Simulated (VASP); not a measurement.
Ga2SnSe3, 6 atoms in the cell. It takes space group P4/mmm (No. 123, tetragonal). Conventional cell: a = 4.250 Å, b = 4.250 Å, c = 9.469 Å, α = 90.00°, β = 90.00°, γ = 90.00°. Within 3.7 Å of Ga (site symmetry 4mm) lie 4 Se at 2.79 Å and 1 Sn at 2.93 Å and 1 Ga at 3.62 Å. Sn (site symmetry 4/mmm) has 2 Ga at 2.93 Å and 4 Se at 3.01 Å within 3.9 Å. Se (site symmetry mmm) has 4 Ga at 2.79 Å and 4 Se at 3.01 Å within 3.7 Å. Se (site symmetry 4/mmm) has 4 Sn at 3.01 Å within 4.0 Å. The cell was generated, and may not be a known phase.

```yaml
Program: VASP 6.6.1
Task: single point
Functional: PBE
Potentials_or_basis: VASP PAW PBE potentials, release 64 (Ga_d, Sn_d, Se)
Cutoff: 520 eV
k_mesh: 10 × 10 × 4
Occupations: gaussian, width 0.1 eV
Spin: no spin polarisation
Dipole_correction: no
Further_INCAR_settings: ALGO = Normal; EDIFF = 1e-07; NBANDS = 38
```

Potentials or basis: VASP PAW PBE potentials, release 64 (Ga_d, Sn_d, Se).

Launch:

```console
$ cat potpaw_PBE.64/Ga_d/POTCAR potpaw_PBE.64/Sn_d/POTCAR potpaw_PBE.64/Se/POTCAR > POTCAR
$ mpirun -np 1 vasp_std > vasp.out
```

Hardware: 1 thread of Intel(R) Xeon(R) Platinum 8488C (Sapphire Rapids), on a shared host.

**Question.** How long does it take, and how much memory?

**Answer.** Wall time 4.9 min on 1 thread of Intel(R) Xeon(R) Platinum 8488C (Sapphire Rapids) (shared host), peak memory 0.5 GiB. Counts: scf iterations 16, k points 63.
